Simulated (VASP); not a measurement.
Crystal: WS2 (Tungstenite).

```
W S
1.0
     3.18000    0.00000    0.00000
    -1.59000    2.75396    0.00000
     0.00000    0.00000   12.50000
W S
2 4
Direct
  0.33333 0.66667 0.25000
  0.66667 0.33333 0.75000
  0.33333 0.66667 0.62500
  0.66667 0.33333 0.12500
  0.33333 0.66667 0.87500
  0.66667 0.33333 0.37500
```

| Property | Result |
| --- | --- |
| Program | VASP 6.6.1 |
| Task | relaxation of cell and atoms |
| Functional | RPBE |
| Potentials or basis | VASP PAW PBE potentials, release 64 (W_sv, S) |
| Cutoff | 600 eV |
| k mesh | 9 × 9 × 2 |
| Occupations | methfessel-paxton, width 0.1 eV |
| Spin | no spin polarisation |

At the start: pressure 4.9 GPa; volume 18.24 Å³/atom.

Task: Where does the relaxation end?

Result: Over 41 steps the energy falls by 43.5 meV/atom and the volume is 23.64 Å³/atom (+29.5 %); space group P6_3/mmc (No. 194, to 0.05 Å).

Step by step:
| step | energy change (eV) | largest force (eV/Å) | pressure (GPa) | volume (Å³) |
| --- | --- | --- | --- | --- |
| 1 | 0.0000 | 0.2014 | 4.89 | 109.47 |
| 3 | -0.0478 | 0.3833 | 0.14 | 112.56 |
| 5 | -0.1114 | 0.0443 | -0.28 | 117.26 |
| 7 | -0.1157 | 0.1432 | -0.19 | 119.21 |
| 9 | -0.1547 | 0.0633 | -0.49 | 121.30 |
| 11 | -0.2415 | 0.1655 | -0.88 | 130.50 |
| 13 | -0.2504 | 0.1237 | 1.21 | 132.44 |
| 15 | -0.2543 | 0.0036 | 0.28 | 133.09 |
| 17 | -0.2559 | 0.0333 | -0.24 | 134.71 |
| 19 | -0.2567 | 0.0516 | -0.21 | 135.01 |
| 21 | -0.2573 | 0.0872 | -0.19 | 135.62 |
| 23 | -0.2580 | 0.0134 | 0.26 | 135.67 |
| 25 | -0.2591 | 0.0283 | 0.10 | 136.87 |
| 27 | -0.2594 | 0.0172 | -0.18 | 137.34 |
| 29 | -0.2597 | 0.0143 | -0.02 | 137.28 |
| 31 | -0.2597 | 0.0214 | 0.11 | 137.32 |
| 33 | -0.2599 | 0.0178 | 0.06 | 137.44 |
| 35 | -0.2606 | 0.0142 | 0.13 | 138.70 |
| 37 | -0.2608 | 0.0047 | 0.22 | 140.49 |
| 39 | -0.2612 | 0.0292 | -0.05 | 141.64 |
| 41 | -0.2613 | 0.0052 | 0.04 | 141.81 |

Final structure:
```xyz
6
Lattice="3.2098 0.0000 0.0000 -1.6049 2.7797 0.0000 0.0000 0.0000 15.8943" Properties=species:S:1:pos:R:3 pbc="T T T"
W     0.0000    1.8532    3.9736
W     1.6049    0.9266   11.9207
S     0.0000    1.8532   10.3489
S     1.6049    0.9266    2.4018
S     0.0000    1.8532   13.4925
S     1.6049    0.9266    5.5454
```

Caveat: the volume moved by over 15 % at a fixed basis, so the end points are rough; the PAW data sets were made with another functional, which shifts forces and pressure a little; this functional lacks dispersion, which binds the layers, so the pressure and a relaxed spacing across them are unreliable; the volume moved by +30 % from the deposited cell, more than functionals usually miss.
